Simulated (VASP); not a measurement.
Write the native input for VASP 6.6.1 that does the following.

```yaml
Task: single point
Functional: PBE
Potentials_or_basis: VASP PAW PBE potentials, release 64 (Si, Ge_d, N)
Cutoff: 520 eV
k_mesh: 6 × 6 × 4
Occupations: gaussian, width 0.1 eV
Spin: no spin polarisation
Dipole_correction: no
Further_INCAR_settings: ALGO = Normal; EDIFF = 1e-07; NBANDS = 26
```

The structure of SiGe2N lies in POSCAR:

```
SiGe2N
1.0
    3.1122092229      0.0000000000      0.0000000000
   -1.5561046114      2.6952522489      0.0000000000
    0.0000000000      0.0000000000      8.8355633896
Si Ge N
1 2 1
Direct
    0.0000000000      0.0000000000      0.5000000000
    0.0000000000      0.0000000000      0.1956581845
    0.0000000000      0.0000000000      0.8043418155
    0.0000000000      0.0000000000      0.0000000000
```

These files were run (other wordings do the same):

INCAR

```
SYSTEM = SiGe2N
  PREC = Accurate
  ENCUT = 520
  EDIFF = 1E-7
  ISMEAR = 0
  SIGMA = 0.1
  LREAL = .FALSE.
  LASPH = .TRUE.
  NELM = 100
  ALGO = Normal
  ISIF = 2
  LWAVE = .FALSE.
  LCHARG = .TRUE.
  GGA = PE
  LELF = .TRUE.
  LVHAR = .TRUE.
  NBANDS = 26
```

KPOINTS

```
Automatic mesh
0
G
  6 6 4
  0 0 0
```

Potentials or basis: VASP PAW PBE potentials, release 64 (Si, Ge_d, N).

The run is started by

```bash
$ cat potpaw_PBE.64/Si/POTCAR potpaw_PBE.64/Ge_d/POTCAR potpaw_PBE.64/N/POTCAR > POTCAR
$ mpirun -np 1 vasp_std > vasp.out
```

It gave:

```
Pressure      : -0.3 GPa
Largest force : 0.107 eV/Å
```

Caveat: the k points lie up to 0.39 Å⁻¹ apart.

It took 81 s on 1 thread of Intel Xeon 8259CL, with other jobs on the host, peak memory 0.2 GiB.
